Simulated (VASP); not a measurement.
# Mg (a cell with a defect) in VASP: notebook

Runs on Mg (a cell with a defect). Level: PBEsol. Tasks: single point.

Program: VASP 6.6.1. These are calculated values, not measurements. Logs are shortened: lines on timing, memory, paths and dates and some standing lists are left out, and cuts for length are marked.

### Step 1. The cell of the first run

The cell holds a defect, 7 atoms: a = 6.348 Å, b = 6.348 Å, c = 6.348 Å, α = 60.00°, β = 60.00°, γ = 60.00°.

### Step 2. Single point, PBEsol

Contents of INCAR:

```
SYSTEM = Mg
ALGO = Normal ; EDIFF = 1E-6
ENCUT = 520 ; GGA = PS
GGA_COMPAT = .False. ; ISIF = 2
ISMEAR = 0 ; LASPH = .True.
LCHARG = .False. ; LREAL = .False.
LWAVE = .False. ; NBANDS = 16
NELM = 120 ; PREC = Accurate
SIGMA = 0.1
```

Contents of KPOINTS:

```
k-points
0
Gamma
  2 2 2
  0 0 0
```

Contents of POSCAR:

```
Mg
1.0
    0.0000000000      4.4885120000      4.4885120000
    4.4885120000      0.0000000000      4.4885120000
    4.4885120000      4.4885120000      0.0000000000
Mg
7
Direct
    0.0000000000      0.0000000000      0.1580973828
    0.0192879065      0.5424410139     -0.0275231524
   -0.0192879065      0.4575589861      0.5342057680
    0.5424410139      0.0192879065     -0.0275231524
    0.4575589861     -0.0192879065      0.5342057680
    0.5000000000      0.5000000000      0.0126903972
    0.5000000000      0.5000000000      0.4825135813
```

Potentials or basis: VASP PAW PBE potentials, release 64 (Mg).

Started as:

```sh
cat potpaw_PBE.64/Mg/POTCAR > POTCAR
mpirun -np 1 vasp_std > vasp.out
```

OUTCAR:

```text
SYSTEM = Mg
   EDIFF = 1E-6
   ENCUT = 520
   GGA = PS
   ISIF = 2
   ISMEAR = 0
   LASPH = .True.
   LREAL = .False.
   NELM = 120
   PREC = Accurate

 ion  position               nearest neighbor table
   1  0.000  0.000  0.158-   4 3.08   2 3.08   3 3.08   5 3.08   6 3.31   6 3.31   2 3.57   4 3.57
                             3 3.57   5 3.57
   2  0.019  0.542  0.972-   4 3.03   6 3.06   1 3.08   7 3.10   3 3.23   3 3.23   7 3.28   6 3.31
                             4 3.32   1 3.57
   3  0.981  0.458  0.534-   5 3.03   6 3.06   1 3.08   7 3.10   2 3.23   2 3.23   7 3.28   6 3.31
                             5 3.32   1 3.57
   4  0.542  0.019  0.972-   2 3.03   6 3.06   1 3.08   7 3.10   5 3.23   5 3.23   7 3.28   6 3.31
                             2 3.32   1 3.57
   5  0.458  0.981  0.534-   3 3.03   6 3.06   1 3.08   7 3.10   4 3.23   4 3.23   7 3.28   6 3.31
                             3 3.32   1 3.57
   6  0.500  0.500  0.013-   7 2.98   3 3.06   4 3.06   5 3.06   2 3.06   1 3.31   1 3.31   5 3.31
                             4 3.31   3 3.31   2 3.31   7 3.37
   7  0.500  0.500  0.483-   6 2.98   3 3.10   4 3.10   5 3.10   2 3.10   4 3.28   2 3.28   5 3.28
                             3 3.28   6 3.37

  LATTYP: Found a face centered cubic cell.
 ALAT       =     8.9770240000

  Lattice vectors:

 A1 = (   0.0000000000,   4.4885120000,   4.4885120000)
 A2 = (   4.4885120000,   0.0000000000,   4.4885120000)
 A3 = (   4.4885120000,   4.4885120000,   0.0000000000)

Analysis of symmetry for initial positions (statically):
=====================================================================
 Subroutine PRICEL returns:
 Original cell was already a primitive cell.

 Routine SETGRP: Setting up the symmetry group for a
 face centered cubic supercell.

 Subroutine GETGRP returns: Found  4 space group operations
 (whereof  4 operations were pure point group operations)
 out of a pool of 48 trial point group operations.

The static configuration has the point symmetry C_2v.

Analysis of symmetry for dynamics (positions and initial velocities):
=====================================================================
 Subroutine PRICEL returns:
 Original cell was already a primitive cell.

 Routine SETGRP: Setting up the symmetry group for a
 face centered cubic supercell.

 Subroutine GETGRP returns: Found  4 space group operations
 (whereof  4 operations were pure point group operations)
 out of a pool of 48 trial point group operations.

The dynamic configuration has the point symmetry C_2v.

 Subroutine INISYM returns: Found  4 space group operations
 (whereof  4 operations are pure point group operations),
 and found     1 'primitive' translations

----------------------------------------------------------------------------------------

                                     Primitive cell

  volume of cell :     180.8578

  direct lattice vectors                    reciprocal lattice vectors
     0.000000000  4.488512000  4.488512000    -0.111395491  0.111395491  0.111395491
     4.488512000  0.000000000  4.488512000     0.111395491 -0.111395491  0.111395491
     4.488512000  4.488512000  0.000000000     0.111395491  0.111395491 -0.111395491

  length of vectors
     6.347714545  6.347714545  6.347714545     0.192942651  0.192942651  0.192942651

  position of ions in fractional coordinates (direct lattice)
     0.000000000  0.000000000  0.158097383
     0.019287906  0.542441014  0.972476848
     0.980712094  0.457558986  0.534205768
     0.542441014  0.019287906  0.972476848
     0.457558986  0.980712094  0.534205768
     0.500000000  0.500000000  0.012690397
     0.500000000  0.500000000  0.482513581

  ion indices of the primitive-cell ions
   primitive index   ion index
                 1           1
                 2           2
                 3           3
                 4           4
                 5           5
                 6           6
                 7           7

----------------------------------------------------------------------------------------

 KPOINTS: k-points

Automatic generation of k-mesh.
 Grid dimensions read from file:
 generate k-points for:    2    2    2

 Generating k-lattice:

  Cartesian coordinates                     Fractional coordinates (reciprocal lattice)
    -0.055697746  0.055697746  0.055697746     0.500000000  0.000000000  0.000000000
     0.055697746 -0.055697746  0.055697746     0.000000000  0.500000000  0.000000000
     0.055697746  0.055697746 -0.055697746     0.000000000  0.000000000  0.500000000

  Length of vectors
     0.096471325  0.096471325  0.096471325

  Shift w.r.t. Gamma in fractional coordinates (k-lattice)
     0.000000000  0.000000000  0.000000000

 Subroutine IBZKPT returns following result:
 ===========================================

 Found      5 irreducible k-points:

 Following reciprocal coordinates:
            Coordinates               Weight
  0.000000  0.000000  0.000000      1.000000
  0.500000  0.000000  0.000000      2.000000
  0.000000  0.000000  0.500000      2.000000
  0.500000  0.500000  0.000000      1.000000
  0.000000  0.500000  0.500000      2.000000
   k-points           NKPTS =      5   k-points in BZ     NKDIM =      5   number of bands    NBANDS=     16
   number of dos      NEDOS =    301   number of ions     NIONS =      7
   total plane-waves  NPLWV = 110592
   dimension x,y,z NGX =    48 NGY =   48 NGZ =   48
   dimension x,y,z NGXF=    96 NGYF=   96 NGZF=   96
   ions per type =               7
   NGX,Y,Z   is equivalent  to a cutoff of  12.57, 12.57, 12.57 a.u.
   NGXF,Y,Z  is equivalent  to a cutoff of  25.14, 25.14, 25.14 a.u.
 SYSTEM =  Mg
   PREC   = accura    normal or accurate (medium, high low for compatibility)
   ISTART =      0    job   : 0-new  1-cont  2-samecut
   ICHARG =      2    charge: 1-file 2-atom 10-const
   ISPIN  =      1    spin polarized calculation?
   LNONCOLLINEAR =      F non collinear calculations
   LSORBIT =      F    spin-orbit coupling
   LASPH  =      T    aspherical Exc in radial PAW
   ENCUT  =  520.0 eV  38.22 Ry    6.18 a.u.  11.80 11.80 11.80*2*pi/ulx,y,z
   NELM   =    120;   NELMIN=  2; NELMDL= -5     # of ELM steps
   EDIFF  = 0.1E-05   stopping-criterion for ELM
   LREAL  =      F    real-space projection
   EDIFFG = 0.1E-04   stopping-criterion for IOM
   NSW    =      0    number of steps for IOM
   IBRION =     -1    ionic relax: 0-MD 1-quasi-New 2-CG
   NFREE  =      0    steps in history (QN), initial steepest desc. (CG)
   ISIF   =      2    stress and relaxation
   ISYM   =      2    0-nonsym 1-usesym 2-fastsym
   POTIM  = 0.5000    time-step for ionic-motion
   TEBEG  =    0.0;   TEEND  =   0.0 temperature during run
   PSTRESS=    0.0 pullay stress
   NELECT =      14.0000    total number of electrons
   NUPDOWN=      -1.0000    fix difference up-down
   EMIN   =  10.00;   EMAX   =-10.00  energy-range for DOS
   EFERMI =   0.00;   METHOD = LEGACY
   ISMEAR =     0;   SIGMA  =   0.10  broadening in eV -4-tet -1-fermi 0-gaus
   EFERMI_NEDOS =   21; number of points for ismear=-14 and -15
   IALGO  =     38    algorithm
   IMIX   =      4    mixing-type and parameters
     AMIX     =   0.40;   BMIX     =  1.00
     AMIX_MAG =   1.60;   BMIX_MAG =  1.00
  volume/ion in A,a.u.               =      25.84       174.36
  Fermi-wavevector in a.u.,A,eV,Ry     =   0.697705  1.318471  6.623209  0.486792
  Thomas-Fermi vector in A             =   1.781106
   LORBIT       =      0    0 simple, 1 ext, 2 COOP (PROOUT), +10 PAW based schemes
   GGA     = PS    functional components
   LHFCALC =     F    Hartree Fock is set to
   AEXX    =    0.0000 exact exchange contribution
   IVDW    =     0    specifies the selected vdW correction
   LEPSILON=     F    determine dielectric tensor
   LRPA    =     F    only Hartree local field effects (RPA)
 non-spin polarized calculation
 Gauss-broadening in eV      SIGMA  =   0.10
  energy-cutoff  :      520.00
  volume of cell :      180.86
 maximum number of plane-waves:      4909
 NGX is ok and might be reduce to    48
   NGX = 23   NGY = 23   NGZ = 23

 number of electron      14.0000000 magnetization

 Free energy of the ion-electron system (eV)
  ---------------------------------------------------
  ext. energy  EPLUGINS =         0.00000000
  ---------------------------------------------------
  free energy    TOTEN  =       -12.07989154 eV

  energy without entropy =      -12.04879186  energy(sigma->0) =      -12.06434170

 E-fermi :   1.1406     XC(G=0):  -8.1274

 val. band max:        1.1399284871   @ k =   0.0000   0.0000   0.5000
 cond. band min:       1.1682739799   @ k =   0.0000   0.0000   0.0000
 fundamental gap:      0.0283454928
 Fermi energy:         1.1406109680

 k-point     1 :       0.0000    0.0000    0.0000
  band No.  band energies     occupation
      1      -4.5273      2.00000
      2       0.4960      2.00000
      3       0.5541      2.00000
      4       0.7890      2.00000
      5       0.8019      2.00000
      6       0.9340      1.99653
[... 8 lines left out ...]
     15       3.7812      0.00000
     16       8.6848      0.00000

 k-point     2 :       0.5000    0.0000    0.0000
  band No.  band energies     occupation
      1      -3.3823      2.00000
      2      -2.8758      2.00000
      3       0.0261      2.00000
      4       0.2783      2.00000
      5       0.3041      2.00000
      6       0.7336      2.00000
[... 8 lines left out ...]
     15       7.1605      0.00000
     16       7.1909      0.00000

 k-point     3 :       0.0000    0.0000    0.5000
  band No.  band energies     occupation
      1      -3.2931      2.00000
      2      -2.9916      2.00000
      3       0.0650      2.00000
      4       0.2055      2.00000
      5       0.2803      2.00000
      6       0.7438      2.00000
[... 8 lines left out ...]
     15       7.0971      0.00000
     16       7.2255      0.00000

 k-point     4 :       0.5000    0.5000    0.0000
  band No.  band energies     occupation
      1      -2.7809      2.00000
      2      -2.6720      2.00000
      3      -1.1321      2.00000
      4      -0.8505      2.00000
      5      -0.8271      2.00000
      6      -0.2367      2.00000
[... 8 lines left out ...]
     15       5.8949      0.00000
     16       5.9239      0.00000

 k-point     5 :       0.0000    0.5000    0.5000
  band No.  band energies     occupation
      1      -2.7998      2.00000
      2      -2.6544      2.00000
      3      -1.0616      2.00000
      4      -0.8780      2.00000
      5      -0.8632      2.00000
      6      -0.2511      2.00000
[... 8 lines left out ...]
     15       5.6419      0.00000
     16       5.8808      0.00000

------------------------ aborting loop because EDIFF is reached ----------------------------------------

  FORCE on cell =-STRESS in cart. coord.  units (eV):
  Direction    XX          YY          ZZ          XY          YZ          ZX
  --------------------------------------------------------------------------------------
  -------------------------------------------------------------------------------------
  Total       -2.3019350     -2.3019350     -2.0300937     -0.6048625      0.0000000      0.0000000
  in kB      -20.3923125    -20.3923125    -17.9841329     -5.3583373      0.0000000      0.0000000
  external PRESSURE =     -19.5895860 kB  Pullay stress =       0.0000000 kB

 VOLUME and BASIS-vectors are now :
 -----------------------------------------------------------------------------
  energy-cutoff  :      520.00
  volume of cell :      180.86
      direct lattice vectors                 reciprocal lattice vectors
     0.000000000  4.488512000  4.488512000    -0.111395491  0.111395491  0.111395491
     4.488512000  0.000000000  4.488512000     0.111395491 -0.111395491  0.111395491
     4.488512000  4.488512000  0.000000000     0.111395491  0.111395491 -0.111395491

 POSITION                                       TOTAL-FORCE (eV/Angst)
 -----------------------------------------------------------------------------------
      0.70962      0.70962      0.00000        -0.111933     -0.111933      0.000000
      6.79973      4.45155      2.52133         0.039725      0.003754      0.010606
      4.45155      6.79973      6.45570         0.003754      0.039725     -0.010606
      4.45155      6.79973      2.52133         0.003754      0.039725      0.010606
      6.79973      4.45155      6.45570         0.039725      0.003754     -0.010606
      2.30122      2.30122      4.48851         0.038292      0.038292     -0.000000
      4.41002      4.41002      4.48851        -0.013317     -0.013317      0.000000
 -----------------------------------------------------------------------------------
    total drift:                               -0.000004     -0.000004     -0.000000

  FREE ENERGIE OF THE ION-ELECTRON SYSTEM (eV)
  ---------------------------------------------------
  free  energy   TOTEN  =       -12.0798915410 eV

  energy  without entropy=      -12.0487918644  energy(sigma->0) =      -12.06434170
```

Wall time 25 s (1 thread of Intel Xeon 6975P-C (Granite Rapids), shared host); peak memory 0.29 GiB.

Results:

```
Free energy            : -12.0799 eV
Pressure               : -2.0 GPa
Largest force          : 0.158 eV/Å
Band gap on the k mesh : zero (bands 7 and 8 overlap by 2.72 eV)
```

Forces in eV/Å, atoms in the order of the input:
```
Mg  -0.112 -0.112  0.000
Mg   0.040  0.004  0.011
Mg   0.004  0.040 -0.011
Mg   0.004  0.040  0.011
Mg   0.040  0.004 -0.011
Mg   0.038  0.038  0.000
Mg  -0.013 -0.013  0.000
```

Levels at points of the mesh, in eV from the Fermi level:
```
           k point  band 5  band 6  band 7  band 8  band 9  band 10
(0.00, 0.00, 0.00)   -0.34   -0.21   -0.10    0.03    0.46     1.43
(0.50, 0.00, 0.00)   -0.84   -0.41   -0.34   -0.08    2.68     2.80
(0.00, 0.00, 0.50)   -0.86   -0.40   -0.27    0.00    2.70     2.71
(0.50, 0.50, 0.00)   -1.97   -1.38    2.50    2.80    3.10     3.19
(0.00, 0.50, 0.50)   -2.00   -1.39    2.65    2.74    3.07     3.09
```

Caveat: the k points lie up to 0.61 Å⁻¹ apart, too coarse for converged energies and pressures of a metal; the PAW data sets were made with another functional, which shifts forces and pressure a little.

### Step 3. Single point, PBEsol

Contents of INCAR:

```
PREC = Accurate
ENCUT = 520
EDIFF = 1E-6
ISMEAR = 0
SIGMA = 0.1
LREAL = F
LASPH = T
NELM = 120
ALGO = Normal
ISIF = 2
LWAVE = F
LCHARG = F
GGA = PS
NBANDS = 16
GGA_COMPAT = F
```

Contents of KPOINTS:

```
regular mesh
0
Gamma
  2 2 2
```

Contents of POSCAR:

```
Mg
1.0
    0.0000000000      4.4885120000      4.4885120000
    4.4885120000      0.0000000000      4.4885120000
    4.4885120000      4.4885120000      0.0000000000
Mg
7
Direct
    0.0000000000      0.0000000000      0.0718004096
    0.0120673622      0.5262629352     -0.0150732581
   -0.0120673622      0.4737370648      0.5232570393
    0.5262629352      0.0120673622     -0.0150732581
    0.4737370648     -0.0120673622      0.5232570393
    0.5000000000      0.5000000000      0.0094744093
    0.5000000000      0.5000000000      0.4856910263
```

Potentials or basis: VASP PAW PBE potentials, release 64 (Mg).

Started as:

```sh
cat potpaw_PBE.64/Mg/POTCAR > POTCAR
mpirun -np 1 vasp_std > vasp.out
```

Wall time 27 s (1 thread of Intel Xeon 6975P-C (Granite Rapids), shared host); peak memory 0.29 GiB.

It converged, with:

* Free energy: -12.1631 eV
* Pressure: -1.4 GPa
* Largest force: 0.086 eV/Å
* Band gap on the k mesh: zero (bands 7 and 8 overlap by 2.71 eV)

Forces in eV/Å, atoms in the order of the input:
```
Mg  -0.061 -0.061  0.000
Mg   0.010  0.007  0.000
Mg   0.007  0.010  0.000
Mg   0.007  0.010  0.000
Mg   0.010  0.007  0.000
Mg   0.012  0.012  0.000
Mg   0.015  0.015  0.000
```

Stress tensor (GPa, compression positive):
```
-1.31 -0.14  0.00
-0.14 -1.31  0.00
 0.00  0.00 -1.46
```

Levels at points of the mesh, in eV from the Fermi level:
```tsv
k point	band 3	band 4	band 5	band 6	band 7	band 8	band 9	band 10	band 11	band 12
(0.00, 0.00, 0.00)	-0.47	-0.41	-0.40	-0.21	-0.19	-0.17	0.52	1.41	1.41	1.41
(0.50, 0.00, 0.00)	-1.09	-1.01	-0.98	-0.35	-0.34	-0.01	2.75	2.78	2.91	2.96
(0.00, 0.00, 0.50)	-1.11	-0.99	-0.98	-0.35	-0.33	0.00	2.72	2.74	2.98	2.98
(0.50, 0.50, 0.00)	-2.35	-2.06	-2.03	-1.22	2.49	2.57	3.08	3.15	3.15	3.34
(0.00, 0.50, 0.50)	-2.35	-2.05	-2.03	-1.24	2.54	2.55	3.02	3.13	3.16	3.38
```

Caveat: the k points lie up to 0.61 Å⁻¹ apart, too coarse for converged energies and pressures of a metal; the PAW data sets were made with another functional, which shifts forces and pressure a little.
